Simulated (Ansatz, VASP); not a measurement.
SiC in VASP and in Ansatz

```
Si C
1.0
     3.04647    0.00000    0.00000
    -1.52323    2.63832    0.00000
     0.00000    0.00000    9.97493
Si C
4 4
Cartesian
  0.0000 0.0000 -0.0014
  0.0000 1.7589 2.4928
  0.0000 0.0000 4.9861
  1.5232 0.8794 7.4803
  0.0000 0.0000 1.8681
  0.0000 1.7589 4.3685
  0.0000 0.0000 6.8556
  1.5232 0.8794 9.3560
```

Alike in both runs: task single point; functional r2SCAN; k mesh 9 × 9 × 2; no spin polarisation.

|  | VASP | Ansatz |
| --- | --- | --- |
| version | VASP 6.6.1 | Ansatz 0.2.0 |
| potentials or method | VASP PAW PBE potentials, release 64 (Si, C) | plane waves, PAW |
| plane-wave cutoff (eV) | 520 | 500 |
| occupations | gaussian, width 0.01 eV | fixed |
| valence electrons in the cell | 32 | 32 |

```csv
,VASP,Ansatz,Ansatz less VASP
gap on the k mesh at the Fermi level (eV),2.75,2.74,-0.012
pressure (GPa),7.1,7.4,+0.21
"traceless stress, the component that is largest in VASP (GPa)",-0.08,-0.09,-0.009
rms of the force components (eV/Å),0.003,0.004,+0.0006
```

VASP's potentials were made for PBE, not for r2SCAN. Atom by atom the forces differ by 0.001 eV/Å (rms over components).
